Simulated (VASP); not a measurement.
# Ge in VASP: a series of runs

Ge is run at these levels: PBEsol; tasks: single point.

Program: VASP 6.6.1. These are calculated values, not measurements. Logs are shortened: lines on timing, memory, paths and dates and some standing lists are left out, and cuts for length are marked.

## (1) The cell of the first run

The cell holds a slab with vacuum, 6 atoms: a = 4.013 Å, b = 5.676 Å, c = 20.013 Å, α = 90.00°, β = 90.00°, γ = 90.00°.

## (2) Single point, PBEsol

INCAR

```
SYSTEM = Ge
PREC     = Accurate       ! precision mode
ENCUT    = 520            ! plane-wave cutoff, eV
EDIFF    = 1E-6           ! SCF threshold, eV
ISMEAR   = -1             ! smearing method
SIGMA    = 0.02           ! smearing width, eV
LREAL    = .FALSE.        ! projectors in reciprocal space
LASPH    = .TRUE.         ! aspherical terms in the spheres
NELM     = 60             ! most SCF steps
ALGO     = Normal         ! electronic algorithm
ISIF     = 2              ! what is computed and relaxed
LWAVE    = .FALSE.        ! write WAVECAR
LCHARG   = .FALSE.        ! write CHGCAR
LDIPOL   = .TRUE.       
IDIPOL   = 3            
DIPOL    = 0.5 0.5 0.500
GGA      = PS             ! functional
NBANDS   = 51             ! bands
```

KPOINTS

```
Automatic mesh
0
G
  7 5 1
  0 0 0
```

POSCAR

```
Ge
1.0
    4.0132604633      0.0000000000      0.0000000000
    0.0000000000      5.6756073765      0.0000000000
    0.0000000000      0.0000000000     20.0133000000
Ge
6
Direct
    0.7500000000      0.1250000000      0.3997351645
    0.2500000000      0.8750000000      0.3997351645
    0.2500000000      0.6250000000      0.5000000000
    0.7500000000      0.3750000000      0.5000000000
    0.7500000000      0.1250000000      0.6002648355
    0.2500000000      0.8750000000      0.6002648355
```

Potentials or basis: VASP PAW PBE potentials, release 64 (Ge_d).

The run is started by

```sh
$ cat potpaw_PBE.64/Ge_d/POTCAR > POTCAR
$ mpirun -np 1 vasp_std > vasp.out
```

OUTCAR:

```text
SYSTEM = Ge
   PREC = Accurate
   ENCUT = 520
   EDIFF = 1E-6
   ISMEAR = -1
   LREAL = .FALSE.
   LASPH = .TRUE.
   NELM = 60
   ISIF = 2
   GGA = PS

 ion  position               nearest neighbor table
   1  0.750  0.125  0.400-   2 2.46   2 2.46   4 2.46
   2  0.250  0.875  0.400-   1 2.46   1 2.46   3 2.46
   3  0.250  0.625  0.500-   4 2.46   4 2.46   6 2.46   2 2.46
   4  0.750  0.375  0.500-   3 2.46   3 2.46   5 2.46   1 2.46
   5  0.750  0.125  0.600-   6 2.46   6 2.46   4 2.46
   6  0.250  0.875  0.600-   5 2.46   5 2.46   3 2.46

  LATTYP: Found a simple orthorhombic cell.
 ALAT       =     4.0132604633
 B/A-ratio  =     1.4142135624
 C/A-ratio  =     4.9867932029

  Lattice vectors:

 A1 = (   4.0132604633,   0.0000000000,   0.0000000000)
 A2 = (   0.0000000000,   5.6756073765,   0.0000000000)
 A3 = (   0.0000000000,   0.0000000000,  20.0133000000)

Analysis of symmetry for initial positions (statically):
=====================================================================
 Subroutine PRICEL returns:
 Original cell was already a primitive cell.

 Routine SETGRP: Setting up the symmetry group for a
 simple orthorhombic supercell.

 Subroutine GETGRP returns: Found  8 space group operations
 (whereof  4 operations were pure point group operations)
 out of a pool of  8 trial point group operations.

The static configuration has the point symmetry C_2h.
 The point group associated with its full space group is D_2h.

Analysis of symmetry for dynamics (positions and initial velocities):
=====================================================================
 Subroutine PRICEL returns:
 Original cell was already a primitive cell.

 Routine SETGRP: Setting up the symmetry group for a
 simple orthorhombic supercell.

 Subroutine GETGRP returns: Found  8 space group operations
 (whereof  4 operations were pure point group operations)
 out of a pool of  8 trial point group operations.

The dynamic configuration has the point symmetry C_2h.
 The point group associated with its full space group is D_2h.

 Subroutine INISYM returns: Found  8 space group operations
 (whereof  4 operations are pure point group operations),
 and found     1 'primitive' translations

----------------------------------------------------------------------------------------

                                     Primitive cell

  volume of cell :     455.8568

  direct lattice vectors                    reciprocal lattice vectors
     4.013260463  0.000000000  0.000000000     0.249173959  0.000000000  0.000000000
     0.000000000  5.675607377  0.000000000     0.000000000  0.176192596  0.000000000
     0.000000000  0.000000000 20.013300000     0.000000000  0.000000000  0.049966772

  length of vectors
     4.013260463  5.675607377 20.013300000     0.249173959  0.176192596  0.049966772

  position of ions in fractional coordinates (direct lattice)
     0.750000000  0.125000000  0.399735165
     0.250000000  0.875000000  0.399735165
     0.250000000  0.625000000  0.500000000
     0.750000000  0.375000000  0.500000000
     0.750000000  0.125000000  0.600264835
     0.250000000  0.875000000  0.600264835

  ion indices of the primitive-cell ions
   primitive index   ion index
                 1           1
                 2           2
                 3           3
                 4           4
                 5           5
                 6           6

----------------------------------------------------------------------------------------

 KPOINTS: Automatic mesh

Automatic generation of k-mesh.
 Grid dimensions read from file:
 generate k-points for:    7    5    1

 Generating k-lattice:

  Cartesian coordinates                     Fractional coordinates (reciprocal lattice)
     0.035596280  0.000000000  0.000000000     0.142857143  0.000000000  0.000000000
     0.000000000  0.035238519  0.000000000     0.000000000  0.200000000  0.000000000
     0.000000000  0.000000000  0.049966772     0.000000000  0.000000000  1.000000000

  Length of vectors
     0.035596280  0.035238519  0.049966772

  Shift w.r.t. Gamma in fractional coordinates (k-lattice)
     0.000000000  0.000000000  0.000000000

 Subroutine IBZKPT returns following result:
 ===========================================

 Found     12 irreducible k-points:

 Following reciprocal coordinates:
            Coordinates               Weight
  0.000000  0.000000  0.000000      1.000000
  0.142857  0.000000  0.000000      2.000000
  0.285714  0.000000  0.000000      2.000000
  0.428571  0.000000  0.000000      2.000000
  0.000000  0.200000  0.000000      2.000000
  0.142857  0.200000  0.000000      4.000000
  0.285714  0.200000  0.000000      4.000000
  0.428571  0.200000  0.000000      4.000000
  0.000000  0.400000  0.000000      2.000000
  0.142857  0.400000  0.000000      4.000000
  0.285714  0.400000  0.000000      4.000000
  0.428571  0.400000  0.000000      4.000000
   k-points           NKPTS =     12   k-points in BZ     NKDIM =     12   number of bands    NBANDS=     51
   number of dos      NEDOS =    301   number of ions     NIONS =      6
   total plane-waves  NPLWV = 189000
   dimension x,y,z NGX =    30 NGY =   42 NGZ =  150
   dimension x,y,z NGXF=    60 NGYF=   84 NGZF=  300
   ions per type =               6
   NGX,Y,Z   is equivalent  to a cutoff of  12.43, 12.30, 12.46 a.u.
   NGXF,Y,Z  is equivalent  to a cutoff of  24.85, 24.60, 24.92 a.u.
 SYSTEM =  Ge
   PREC   = accura    normal or accurate (medium, high low for compatibility)
   ISTART =      0    job   : 0-new  1-cont  2-samecut
   ICHARG =      2    charge: 1-file 2-atom 10-const
   ISPIN  =      1    spin polarized calculation?
   LNONCOLLINEAR =      F non collinear calculations
   LSORBIT =      F    spin-orbit coupling
   LASPH  =      T    aspherical Exc in radial PAW
   ENCUT  =  520.0 eV  38.22 Ry    6.18 a.u.   7.46 10.55 37.21*2*pi/ulx,y,z
   NELM   =     60;   NELMIN=  2; NELMDL= -5     # of ELM steps
   EDIFF  = 0.1E-05   stopping-criterion for ELM
   LREAL  =      F    real-space projection
   EDIFFG = 0.1E-04   stopping-criterion for IOM
   NSW    =      0    number of steps for IOM
   IBRION =     -1    ionic relax: 0-MD 1-quasi-New 2-CG
   NFREE  =      0    steps in history (QN), initial steepest desc. (CG)
   ISIF   =      2    stress and relaxation
   ISYM   =      2    0-nonsym 1-usesym 2-fastsym
   POTIM  = 0.5000    time-step for ionic-motion
   TEBEG  =    0.0;   TEEND  =   0.0 temperature during run
   PSTRESS=    0.0 pullay stress
   NELECT =      84.0000    total number of electrons
   NUPDOWN=      -1.0000    fix difference up-down
   EMIN   =  10.00;   EMAX   =-10.00  energy-range for DOS
   EFERMI =   0.00;   METHOD = LEGACY
   ISMEAR =    -1;   SIGMA  =   0.02  broadening in eV -4-tet -1-fermi 0-gaus
   EFERMI_NEDOS =   21; number of points for ismear=-14 and -15
   IALGO  =     38    algorithm
   IMIX   =      4    mixing-type and parameters
     AMIX     =   0.40;   BMIX     =  1.00
     AMIX_MAG =   1.60;   BMIX_MAG =  1.00
  volume/ion in A,a.u.               =      75.98       512.71
  Fermi-wavevector in a.u.,A,eV,Ry     =   0.931591  1.760451 11.807968  0.867861
  Thomas-Fermi vector in A             =   2.058100
   LORBIT       =      0    0 simple, 1 ext, 2 COOP (PROOUT), +10 PAW based schemes
   GGA     = PS    functional components
   LHFCALC =     F    Hartree Fock is set to
   AEXX    =    0.0000 exact exchange contribution
   IVDW    =     0    specifies the selected vdW correction
   LEPSILON=     F    determine dielectric tensor
   LRPA    =     F    only Hartree local field effects (RPA)
 non-spin polarized calculation
  energy-cutoff  :      520.00
  volume of cell :      455.86
 maximum number of plane-waves:     12307
 NGX is ok and might be reduce to    30
   NGX = 15   NGY = 21   NGZ = 75

 dipolmoment           0.000000      0.000000      0.000000 electrons x Angstroem

 number of electron      83.9999994 magnetization

 dipolmoment           0.000000      0.000000     -0.000000 electrons x Angstroem

 Free energy of the ion-electron system (eV)
  ---------------------------------------------------
  ext. energy  EPLUGINS =         0.00000000
  ---------------------------------------------------
  free energy    TOTEN  =       -26.18133623 eV

  energy without entropy =      -26.17461685  energy(sigma->0) =      -26.17797654

 E-fermi :  -1.8969     XC(G=0):  -3.8273

 val. band max:       -1.9046218986   @ k =   0.0000   0.0000   0.0000
 cond. band min:      -1.8833531513   @ k =   0.2857   0.4000   0.0000
 fundamental gap:      0.0212687473
 Fermi energy:        -1.8969454148

 k-point     1 :       0.0000    0.0000    0.0000
  band No.  band energies     occupation
      1     -26.4517      2.00000
      2     -26.4403      2.00000
      3     -26.4371      2.00000
      4     -26.3906      2.00000
      5     -26.3857      2.00000
      6     -26.3557      2.00000
[... 43 lines left out ...]
     50       2.4932      0.00000
     51       2.5262      0.00000

 k-point     2 :       0.1429    0.0000    0.0000
  band No.  band energies     occupation
      1     -26.4512      2.00000
      2     -26.4467      2.00000
      3     -26.4368      2.00000
      4     -26.4039      2.00000
      5     -26.3722      2.00000
      6     -26.3470      2.00000
[... 43 lines left out ...]
     50       1.8320      0.00000
     51       2.6931      0.00000

 k-point     3 :       0.2857    0.0000    0.0000
  band No.  band energies     occupation
      1     -26.4538      2.00000
      2     -26.4503      2.00000
      3     -26.4357      2.00000
      4     -26.4172      2.00000
      5     -26.3563      2.00000
      6     -26.3405      2.00000
[... 475 lines left out ...]
     50       3.4923      0.00000
     51       3.5109      0.00000

 k-point    12 :       0.4286    0.4000    0.0000
  band No.  band energies     occupation
      1     -26.4555      2.00000
      2     -26.4523      2.00000
      3     -26.4320      2.00000
      4     -26.4299      2.00000
      5     -26.3296      2.00000
      6     -26.3285      2.00000
[... 43 lines left out ...]
     50       3.2906      0.00000
     51       3.4348      0.00000

------------------------ aborting loop because EDIFF is reached ----------------------------------------

 vacuum level on the upper side and lower side of the slab       (xc-potential included)        -0.102        -0.102

  FORCE on cell =-STRESS in cart. coord.  units (eV):
  Direction    XX          YY          ZZ          XY          YZ          ZX
  --------------------------------------------------------------------------------------
  -------------------------------------------------------------------------------------
  Total       -0.7506231     -0.8974876     -0.4814603     -0.0000000      0.0000000      0.0000000
  in kB       -2.6381782     -3.1543554     -1.6921649     -0.0000000      0.0000000      0.0000000
  external PRESSURE =      -2.4948995 kB  Pullay stress =       0.0000000 kB

 VOLUME and BASIS-vectors are now :
 -----------------------------------------------------------------------------
  energy-cutoff  :      520.00
  volume of cell :      455.86
      direct lattice vectors                 reciprocal lattice vectors
     4.013260463  0.000000000  0.000000000     0.249173959  0.000000000  0.000000000
     0.000000000  5.675607377  0.000000000     0.000000000  0.176192596  0.000000000
     0.000000000  0.000000000 20.013300000     0.000000000  0.000000000  0.049966772

 POSITION                                       TOTAL-FORCE (eV/Angst)
 -----------------------------------------------------------------------------------
      3.00995      0.70945      8.00002        -0.000000     -0.384894      0.052307
      1.00332      4.96616      8.00002        -0.000000      0.384894      0.052307
      1.00332      3.54725     10.00665         0.000000      0.082424      0.000000
      3.00995      2.12835     10.00665         0.000000     -0.082424      0.000000
      3.00995      0.70945     12.01328        -0.000000     -0.384894     -0.052307
      1.00332      4.96616     12.01328         0.000000      0.384894     -0.052307
 -----------------------------------------------------------------------------------
    total drift:                                0.000000      0.000000     -0.000000

  FREE ENERGIE OF THE ION-ELECTRON SYSTEM (eV)
  ---------------------------------------------------
  free  energy   TOTEN  =       -26.1813362308 eV

  energy  without entropy=      -26.1746168532  energy(sigma->0) =      -26.17797654

 vacuum level on the upper side and lower side of the slab         2.632         2.632
```

Run time: 5 min. Hardware: 1 thread of Intel Xeon Platinum 8488C (Sapphire Rapids), shared host; peak memory 0.54 GiB.

What came out:

* Free energy: -26.1813 eV
* Largest force: 0.388 eV/Å
* Band gap on the k mesh: zero (band 42 reaches -1.71 eV, above the bottom of band 43 at -2.02 eV)

Forces on the atoms (eV/Å):
```
Ge   0.000 -0.385  0.052
Ge   0.000  0.385  0.052
Ge   0.000  0.082  0.000
Ge   0.000 -0.082  0.000
Ge   0.000 -0.385 -0.052
Ge   0.000  0.385 -0.052
```

Caveat: the PAW data sets were made with another functional, which shifts forces and pressure a little.

## (3) Single point, PBEsol

INCAR

```
PREC = Accurate ; ENCUT = 520
EDIFF = 1E-7 ; ISMEAR = -1
SIGMA = 0.02 ; LREAL = False
LASPH = True ; NELM = 80
ALGO = Normal ; ISIF = 2
LWAVE = False ; LCHARG = False
LDIPOL = True ; IDIPOL = 3
DIPOL = 0.5 0.5 0.500 ; GGA = PS
NBANDS = 51
```

KPOINTS

```
regular mesh
0
Gamma
  7 5 1
```

POSCAR

```
Ge
1.0
    4.0132604633      0.0000000000      0.0000000000
    0.0000000000      5.6756073765      0.0000000000
    0.0000000000      0.0000000000     20.0133000000
Ge
6
Direct
    0.7500000000      0.1188416350      0.4013984789
    0.2500000000      0.8811583650      0.4013984789
    0.2500000000      0.6247318786      0.5000000002
    0.7500000000      0.3752681214      0.5000000002
    0.7500000000      0.1188416345      0.5986015208
    0.2500000000      0.8811583655      0.5986015208
```

Potentials or basis: VASP PAW PBE potentials, release 64 (Ge_d).

The run is started by

```sh
$ cat potpaw_PBE.64/Ge_d/POTCAR > POTCAR
$ mpirun -np 1 vasp_std > vasp.out
```

Run time: 5.2 min. Hardware: 1 thread of Intel Xeon Platinum 8488C (Sapphire Rapids), shared host; peak memory 0.55 GiB.

Results (log left out):

```
Free energy            : -26.2127 eV
Largest force          : 0.004 eV/Å
Band gap on the k mesh : zero (band 42 reaches -1.72 eV, above the bottom of band 43 at -2.03 eV)
```

Forces in eV/Å, atoms in the order of the input:
```
Ge   0.000  0.001 -0.001
Ge   0.000 -0.001 -0.001
Ge   0.000 -0.004  0.000
Ge   0.000  0.004  0.000
Ge   0.000  0.001  0.001
Ge   0.000 -0.001  0.001
```

Levels at points of the mesh, in eV from the Fermi level:
```csv
k point,band 40,band 41,band 42,band 43,band 44,band 45
"(0.00, 0.00, 0.00)",-1.20,-0.67,-0.13,0.50,1.35,1.80
```

Caveat: the PAW data sets were made with another functional, which shifts forces and pressure a little.
